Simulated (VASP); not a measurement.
Here is a VASP 6.6.1 calculation.

The input INCAR:

```
PREC = Accurate
ENCUT = 600
EDIFF = 1E-6
ISMEAR = 1
SIGMA = 0.2
LREAL = False
LASPH = True
NELM = 150
ALGO = Normal
ISIF = 3
LWAVE = False
LCHARG = False
MAGMOM = 0 0 0 0 0 0
LORBIT = 11
LSORBIT = True
GGA_COMPAT = False
LORBMOM = True
LMAXMIX = 4
GGA = RE
IVDW = 13
IBRION = 2
NSW = 80
EDIFFG = -0.01
```

Contents of KPOINTS:

```
Automatic mesh
0
Gamma
  7 7 4
```

POSCAR

```
KPt
1.0
    3.0403366400      0.0000000000      0.0000000000
   -1.5201683200      2.6330087663      0.0000000000
    0.0000000000      0.0000000000      5.4159226200
Pt K
1 1
Direct
    0.6666666667      0.3333333333      0.0000000000
    0.0000000000      0.0000000000      0.5000000000
```

Potentials or basis: VASP PAW PBE potentials, release 64 (Pt, K_sv).

The run is started by

```bash
$ cat potpaw_PBE.64/Pt/POTCAR potpaw_PBE.64/K_sv/POTCAR > POTCAR
$ mpirun -np 1 vasp_ncl > vasp.out
```

Predict the dispersion energy per atom.

-0.454 eV.

Predict the relaxed volume.

20.49 Å³/atom.

What does it give for the relaxed cell?

a = 2.963 Å, b = 2.963 Å, c = 5.392 Å, α = 90.00°, β = 90.00°, γ = 120.00°.

Moments on the atoms (μB; x, y, z):
```
Pt  0.00 0.00 0.00
K   0.00 0.00 0.00
```

Caveat: the PAW data sets were made with another functional, which shifts forces and pressure a little.
